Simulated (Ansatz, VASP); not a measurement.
## Two plane-wave programs on CsH

```xyz
2
Lattice="0.0000 2.4192 2.4192 2.4192 0.0000 2.4192 2.4192 2.4192 0.0000" Properties=species:S:1:pos:R:3 pbc="T T T"
Cs    0.0000    0.0000    0.0000
H     2.4192    2.4192    2.4192
```

Change from the starting cell: volume scaled by 0.5, PAW files.

Alike in both runs: task single point; functional LDA; k mesh 12 × 12 × 12; occupations fermi-dirac, width 0.05 eV; no spin polarisation.

```csv
,VASP,Ansatz
version,VASP 6.6.1,Ansatz 0.2.0
potentials or method,"VASP PAW LDA potentials, release 64 (Cs_sv, H_h)","PAW with Ansatz's default frozen-core files, scalar-relativistic"
plane-wave cutoff (eV),910,420
valence electrons in the cell,10,10
```

```tsv
	VASP	Ansatz	Ansatz less VASP
pressure (GPa)	33.0	30.5	-2.54
```

LDA's correlation is that of Perdew and Zunger in VASP and of Perdew and Wang (1992) in Ansatz. Both programs put the cell under a high pressure, so it lies far from rest at this level.

Spin-orbit coupling is off throughout.
